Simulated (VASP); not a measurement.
# Si3N4 (Fd-3m) in VASP: relaxation of the atoms with r2SCAN

Aim: the relaxation of the atoms of Si3N4 with r2SCAN.

Everything below comes from runs of VASP 6.6.1. Logs are shortened: lines on timing, memory, paths and dates and some standing lists are left out, and cuts for length are marked.

## Step 1: The cell of the first run

Symmetry: Fd-3m, No. 227, cubic system. Conventional cell: a = 7.446 Å, b = 7.446 Å, c = 7.446 Å, α = 90.00°, β = 90.00°, γ = 90.00°. Within 2.4 Å of Si (site symmetry -3m) lie 6 N at 1.81 Å. Si (site symmetry -43m) has 4 N at 1.71 Å within 2.3 Å. Within 2.3 Å of N (site symmetry 3m) lie 4 Si at 1.71 to 1.81 Å.

## Step 2: Relaxation of the atoms, r2SCAN

POSCAR

```
Si3N4
1.0
    0.0000000000      3.7231025000      3.7231025000
    3.7231025000      0.0000000000      3.7231025000
    3.7231025000      3.7231025000      0.0000000000
Si N
6 8
Direct
    0.1250000000      0.1250000000      0.1250000000
    0.6250000000      0.1250000000      0.1250000000
    0.1250000000      0.1250000000      0.6250000000
    0.1250000000      0.6250000000      0.1250000000
    0.5000000000      0.5000000000      0.5000000000
    0.7500000000      0.7500000000      0.7500000000
    0.8824000000      0.8824000000      0.8824000000
    0.8972000000      0.3676000000      0.3676000000
    0.8824000000      0.8824000000      0.3528000000
    0.3676000000      0.8972000000      0.3676000000
    0.3528000000      0.8824000000      0.8824000000
    0.3676000000      0.3676000000      0.3676000000
    0.8824000000      0.3528000000      0.8824000000
    0.3676000000      0.3676000000      0.8972000000
```

INCAR.step1

```
ALGO = Normal ; EDIFF = 1E-4
ENCUT = 520 ; GGA = PE
ISMEAR = 0 ; LASPH = True
LCHARG = False ; LREAL = False
LWAVE = True ; NELM = 100
PREC = Accurate ; SIGMA = 0.01
```

INCAR.step2

```
ALGO = Normal ; EDIFF = 1E-7
EDIFFG = -0.003 ; ENCUT = 520
IBRION = 2 ; ISIF = 2
ISMEAR = 0 ; ISTART = 1
LASPH = True ; LCHARG = False
LMIXTAU = True ; LREAL = False
LWAVE = False ; METAGGA = R2SCAN
NELM = 100 ; NSW = 80
PREC = Accurate ; SIGMA = 0.01
```

KPOINTS

```
k-points
0
Gamma
  5 5 5
```

Potentials or basis: VASP PAW PBE potentials, release 64 (Si, N).

Command:

```sh
> cat potpaw_PBE.64/Si/POTCAR potpaw_PBE.64/N/POTCAR > POTCAR
> cp INCAR.step1 INCAR
> mpirun -np 1 vasp_std > vasp.out
> cp INCAR.step2 INCAR
> mpirun -np 1 vasp_std > vasp.out
```

OUTCAR:

```text
EDIFF = 1E-7
   EDIFFG = -0.003
   ENCUT = 520
   IBRION = 2
   ISIF = 2
   ISMEAR = 0
   ISTART = 1
   LASPH = True
   LREAL = False
   METAGGA = R2SCAN
   NELM = 100
   NSW = 80
   PREC = Accurate

 ion  position               nearest neighbor table
   1  0.125  0.125  0.125-   8 1.81  10 1.81  11 1.81  13 1.81   9 1.81  14 1.81   2 2.63   3 2.63
                             4 2.63   3 2.63   4 2.63   2 2.63   6 3.09   5 3.09   6 3.09   5 3.09
   2  0.625  0.125  0.125-   9 1.81  10 1.81  13 1.81  14 1.81   7 1.81  12 1.81   1 2.63   3 2.63
                             4 2.63   1 2.63   3 2.63   4 2.63   5 3.09   6 3.09   5 3.09   6 3.09
   3  0.125  0.125  0.625-   8 1.81  10 1.81  11 1.81  13 1.81  12 1.81   7 1.81   1 2.63   1 2.63
                             2 2.63   4 2.63   4 2.63   2 2.63   6 3.09   6 3.09   6 3.09   5 3.09
   4  0.125  0.625  0.125-   8 1.81   9 1.81  11 1.81  14 1.81  12 1.81   7 1.81   1 2.63   3 2.63
                             1 2.63   2 2.63   3 2.63   2 2.63   5 3.09   6 3.09   6 3.09   6 3.09
   5  0.500  0.500  0.500-  12 1.71  10 1.71   8 1.71  14 1.71   2 3.09   3 3.09   1 3.09   2 3.09
                             4 3.09   2 3.09   3 3.09   4 3.09   1 3.09   3 3.09   4 3.09   1 3.09
   6  0.750  0.750  0.750-   7 1.71   9 1.71  11 1.71  13 1.71   3 3.09   4 3.09   2 3.09   1 3.09
                             2 3.09   4 3.09   1 3.09   2 3.09   3 3.09   1 3.09   3 3.09   4 3.09
   7  0.882  0.882  0.882-   6 1.71   3 1.81   4 1.81   2 1.81
   8  0.897  0.368  0.368-   5 1.71   4 1.81   3 1.81   1 1.81
   9  0.882  0.882  0.353-   6 1.71   4 1.81   2 1.81   1 1.81
  10  0.368  0.897  0.368-   5 1.71   3 1.81   2 1.81   1 1.81
  11  0.353  0.882  0.882-   6 1.71   4 1.81   3 1.81   1 1.81
  12  0.368  0.368  0.368-   5 1.71   3 1.81   4 1.81   2 1.81
  13  0.882  0.353  0.882-   6 1.71   3 1.81   2 1.81   1 1.81
  14  0.368  0.368  0.897-   5 1.71   4 1.81   2 1.81   1 1.81

  LATTYP: Found a face centered cubic cell.
 ALAT       =     7.4462050000

  Lattice vectors:

 A1 = (   0.0000000000,   3.7231025000,   3.7231025000)
 A2 = (   3.7231025000,   0.0000000000,   3.7231025000)
 A3 = (   3.7231025000,   3.7231025000,   0.0000000000)

Analysis of symmetry for initial positions (statically):
=====================================================================
 Subroutine PRICEL returns:
 Original cell was already a primitive cell.

 Routine SETGRP: Setting up the symmetry group for a
 face centered cubic supercell.

 Subroutine GETGRP returns: Found 48 space group operations
 (whereof 24 operations were pure point group operations)
 out of a pool of 48 trial point group operations.

The static configuration has the point symmetry T_d .
 The point group associated with its full space group is O_h .

Analysis of symmetry for dynamics (positions and initial velocities):
=====================================================================
 Subroutine PRICEL returns:
 Original cell was already a primitive cell.

 Routine SETGRP: Setting up the symmetry group for a
 face centered cubic supercell.
[... 114 lines left out ...]
   NELM   =    100;   NELMIN=  2; NELMDL=  0     # of ELM steps
   EDIFF  = 0.1E-06   stopping-criterion for ELM
   LREAL  =      F    real-space projection
   EDIFFG = -.3E-02   stopping-criterion for IOM
   NSW    =     80    number of steps for IOM
   IBRION =      2    ionic relax: 0-MD 1-quasi-New 2-CG
   NFREE  =      1    steps in history (QN), initial steepest desc. (CG)
   ISIF   =      2    stress and relaxation
   ISYM   =      2    0-nonsym 1-usesym 2-fastsym
   POTIM  = 0.5000    time-step for ionic-motion
   TEBEG  =    0.0;   TEEND  =   0.0 temperature during run
   PSTRESS=    0.0 pullay stress
   NELECT =      64.0000    total number of electrons
   NUPDOWN=      -1.0000    fix difference up-down
   EMIN   =  10.00;   EMAX   =-10.00  energy-range for DOS
   EFERMI =   0.00;   METHOD = LEGACY
   ISMEAR =     0;   SIGMA  =   0.01  broadening in eV -4-tet -1-fermi 0-gaus
   EFERMI_NEDOS =   21; number of points for ismear=-14 and -15
   IALGO  =     38    algorithm
   IMIX   =      4    mixing-type and parameters
     AMIX     =   0.40;   BMIX     =  1.00
     AMIX_MAG =   1.60;   BMIX_MAG =  1.00
  volume/ion in A,a.u.               =       7.37        49.75
  Fermi-wavevector in a.u.,A,eV,Ry     =   1.396003  2.638064 26.515383  1.948826
  Thomas-Fermi vector in A             =   2.519400
   LORBIT       =      0    0 simple, 1 ext, 2 COOP (PROOUT), +10 PAW based schemes
   METAGGA = R2SCAN    functional components
   LHFCALC =     F    Hartree Fock is set to
   AEXX    =    0.0000 exact exchange contribution
   IVDW    =     0    specifies the selected vdW correction
   LEPSILON=     F    determine dielectric tensor
   LRPA    =     F    only Hartree local field effects (RPA)
 conjugate gradient relaxation of ions
 non-spin polarized calculation
 Gauss-broadening in eV      SIGMA  =   0.01
  energy-cutoff  :      520.00
  volume of cell :      103.22
 maximum number of plane-waves:      2812
   NGX = 19   NGY = 19   NGZ = 19

--------------------------------------- Ionic step        1  -------------------------------------------

 number of electron      63.9999991 magnetization

 Free energy of the ion-electron system (eV)
  ---------------------------------------------------
  ext. energy  EPLUGINS =         0.00000000
  ---------------------------------------------------
  free energy    TOTEN  =      -140.19561196 eV

  energy without entropy =     -140.19561196  energy(sigma->0) =     -140.19561196

------------------------ aborting loop because EDIFF is reached ----------------------------------------

  FORCE on cell =-STRESS in cart. coord.  units (eV):
  Direction    XX          YY          ZZ          XY          YZ          ZX
  --------------------------------------------------------------------------------------
  -------------------------------------------------------------------------------------
  Total       29.5720296     29.5720296     29.5720296      0.0000000     -0.0000000     -0.0000000
  in kB      459.0359941    459.0359941    459.0359941      0.0000000     -0.0000000     -0.0000000
  external PRESSURE =     459.0359941 kB  Pullay stress =       0.0000000 kB
[... 83 lines left out ...]
--------------------------------------- Ionic step        3  -------------------------------------------

 number of electron      63.9999989 magnetization

 Free energy of the ion-electron system (eV)
  ---------------------------------------------------
  ext. energy  EPLUGINS =         0.00000000
  ---------------------------------------------------
  free energy    TOTEN  =      -140.20894593 eV

  energy without entropy =     -140.20894593  energy(sigma->0) =     -140.20894593

 E-fermi :  10.8756     XC(G=0): -13.5192

 val. band max:       10.7640312311   @ k =   0.0000   0.0000   0.0000
 cond. band min:      15.2831881828   @ k =   0.0000   0.0000   0.0000
 fundamental gap:      4.5191569517
 Fermi energy:        10.8756305404

 k-point     1 :       0.0000    0.0000    0.0000
  band No.  band energies     occupation
      1     -10.3184      2.00000
      2      -6.4768      2.00000
      3      -5.4769      2.00000
      4      -5.4769      2.00000
      5      -5.4769      2.00000
      6      -4.2622      2.00000
[... 460 lines left out ...]
  FREE ENERGIE OF THE ION-ELECTRON SYSTEM (eV)
  ---------------------------------------------------
  free  energy   TOTEN  =      -140.2089459322 eV

  energy  without entropy=     -140.2089459322  energy(sigma->0) =     -140.20894593

 reached required accuracy - stopping structural energy minimisation
```

OUTCAR.step1:

```text
EDIFF = 1E-4
   ENCUT = 520
   GGA = PE
   ISMEAR = 0
[... 689 lines left out ...]
      6.57053      4.59878      4.59878        -0.282673      0.282673      0.282673
      2.73722      2.73722      2.73722         0.282673      0.282673      0.282673
      4.59878      6.57053      4.59878         0.282673     -0.282673      0.282673
      4.70898      4.70898      2.73722        -0.282673     -0.282673      0.282673
 -----------------------------------------------------------------------------------
    total drift:                                0.000000      0.000000     -0.000000

  FREE ENERGIE OF THE ION-ELECTRON SYSTEM (eV)
  ---------------------------------------------------
  free  energy   TOTEN  =      -110.2998274142 eV

  energy  without entropy=     -110.2998274142  energy(sigma->0) =     -110.29982741
```

OSZICAR.step1:

```text
N       E                     dE             d eps       ncg     rms          rms(c)
DAV:   1     0.293699202483E+03    0.29370E+03   -0.33933E+04   800   0.154E+03
DAV:   2    -0.108184915577E+03   -0.40188E+03   -0.38768E+03  1040   0.318E+02
DAV:   3    -0.125018282751E+03   -0.16833E+02   -0.16737E+02   960   0.728E+01
DAV:   4    -0.125215175852E+03   -0.19689E+00   -0.19629E+00   976   0.821E+00
DAV:   5    -0.125218969468E+03   -0.37936E-02   -0.37924E-02   928   0.102E+00    0.308E+01
DAV:   6    -0.110647957034E+03    0.14571E+02   -0.49422E+01   920   0.316E+01    0.144E+01
DAV:   7    -0.110325939765E+03    0.32202E+00   -0.34180E+00  1040   0.895E+00    0.644E+00
DAV:   8    -0.110300197198E+03    0.25743E-01   -0.16630E-01   952   0.200E+00    0.185E+00
DAV:   9    -0.110299235381E+03    0.96182E-03   -0.26601E-02   960   0.938E-01    0.321E-01
DAV:  10    -0.110299767174E+03   -0.53179E-03   -0.10090E-03   952   0.182E-01    0.876E-02
DAV:  11    -0.110299827414E+03   -0.60240E-04   -0.16126E-04   712   0.749E-02
   1 F= -.11029983E+03 E0= -.11029983E+03  d E =-.826013E-17
```

It took 8.4 min on 1 thread of Intel Xeon Platinum 8259CL at 2.50GHz (Skylake/Cascade Lake), shared host; peak memory 0.25 GiB.

Results:

| Property | Result |
| --- | --- |
| Free energy | -140.2089 eV |
| Energy gained by relaxing | 1.0 meV/atom |
| Ionic steps | 3 |
| Pressure after relaxing | 45.6 GPa |
| Band gap on the k mesh | 4.52 eV |

Forces in eV/Å, atoms in the order of the input:
```
Si   0.000  0.000  0.000
Si   0.000  0.000  0.000
Si   0.000  0.000  0.000
Si   0.000  0.000  0.000
Si   0.000  0.000  0.000
Si   0.000  0.000  0.000
N    0.002  0.002  0.002
N   -0.002  0.002  0.002
N   -0.002 -0.002  0.002
N    0.002 -0.002  0.002
N    0.002 -0.002 -0.002
N   -0.002 -0.002 -0.002
N   -0.002  0.002 -0.002
N    0.002  0.002 -0.002
```

Step by step:
```
step  energy change (eV)  largest force (eV/Å)  pressure (GPa)
   1              0.0000                0.4684           45.90
   2              0.0512                1.0464           45.04
   3             -0.0133                0.0028           45.55
```

Final structure:
```yaml
crystal:
  lattice:
    - [0.00000, 3.72310, 3.72310]
    - [3.72310, 0.00000, 3.72310]
    - [3.72310, 3.72310, 0.00000]
  atoms:
    - { symbol: Si, position: [0.12500, 0.12500, 0.12500] }
    - { symbol: Si, position: [0.62500, 0.12500, 0.12500] }
    - { symbol: Si, position: [0.12500, 0.12500, 0.62500] }
    - { symbol: Si, position: [0.12500, 0.62500, 0.12500] }
    - { symbol: Si, position: [0.50000, 0.50000, 0.50000] }
    - { symbol: Si, position: [0.75000, 0.75000, 0.75000] }
    - { symbol: N, position: [0.88185, 0.88185, 0.88185] }
    - { symbol: N, position: [0.89555, 0.36815, 0.36815] }
    - { symbol: N, position: [0.88185, 0.88185, 0.35445] }
    - { symbol: N, position: [0.36815, 0.89555, 0.36815] }
    - { symbol: N, position: [0.35445, 0.88185, 0.88185] }
    - { symbol: N, position: [0.36815, 0.36815, 0.36815] }
    - { symbol: N, position: [0.88185, 0.35445, 0.88185] }
    - { symbol: N, position: [0.36815, 0.36815, 0.89555] }
```

Caveat: the PAW data sets were made with another functional, which shifts forces and pressure a little. r2SCAN opens gaps a little over a GGA but as a rule still falls short of measured ones.
